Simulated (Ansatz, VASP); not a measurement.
# One calculation of MoS2, two programs

File INCAR:

```
PREC = Accurate ; ENCUT = 520
EDIFF = 1E-6 ; ISMEAR = -1
SIGMA = 0.05 ; LREAL = False
LASPH = True ; NELM = 60
ALGO = Normal ; ISIF = 2
LWAVE = False ; LCHARG = False
NBANDS = 20
```

KPOINTS

```
regular mesh
0
Gamma
  10 10 2
```

File POSCAR:

```
MoS2
1.0
    3.1841260822      0.0000000000      0.0000000000
   -1.5920630411      2.7575340760      0.0000000000
    0.0000000000      0.0000000000     17.3345999500
Mo S
1 2
Direct
    0.0000000000      0.0000000000      0.0000000000
    0.3333333333      0.6666666667      0.9105070200
    0.3333333333      0.6666666667      0.0894929800
```

The input input.yaml:

```yaml
crystal:
  lattice:
    - [3.1841260822, 0.0, 0.0]
    - [-1.5920630411, 2.757534076, 0.0]
    - [0.0, 0.0, 17.33459995]
  atoms:
    - { symbol: Mo, position: [0.0, 0.0, 0.0] }
    - { symbol: S, position: [0.3333333333, 0.6666666667, 0.91050702] }
    - { symbol: S, position: [0.3333333333, 0.6666666667, 0.08949298] }
kpoints:
  mp_grid: { grid: [10, 10, 2] }
scf:
  occupations: { method: fermi_dirac, width: 0.05 }
hamiltonian:
  xc: lda
  pseudopotentials: { kind: all_electron, lapw: { basis_error: 0.002 } }
output:
  forces: true
  stress: true
  eigenvalues: true
```

Alike in both runs: task single point; functional LDA; k mesh 10 × 10 × 2; occupations fermi-dirac, width 0.05 eV; no spin polarisation.

|  | VASP | Ansatz |
| --- | --- | --- |
| version | VASP 6.6.1 | Ansatz 0.2.0 |
| potentials or method | VASP PAW LDA potentials, release 64 (Mo_sv, S), cutoff 520 eV | all-electron LAPW, scalar-relativistic |

|  | VASP | Ansatz | Ansatz less VASP |
| --- | --- | --- | --- |
| gap on the k mesh at the Fermi level (eV) | 1.74 | 1.73 | -0.008 |
| least direct gap on the mesh (eV) | 1.93 | 1.92 | -0.005 |
| rms of the force components (eV/Å) | 0.178 | 0.184 | +0.0058 |

LDA's correlation is that of Perdew and Zunger in VASP and of Perdew and Wang (1992) in Ansatz. Atom by atom the forces differ by 0.006 eV/Å (rms over components). Ansatz ran all-electron here, and VASP with PAW potentials.
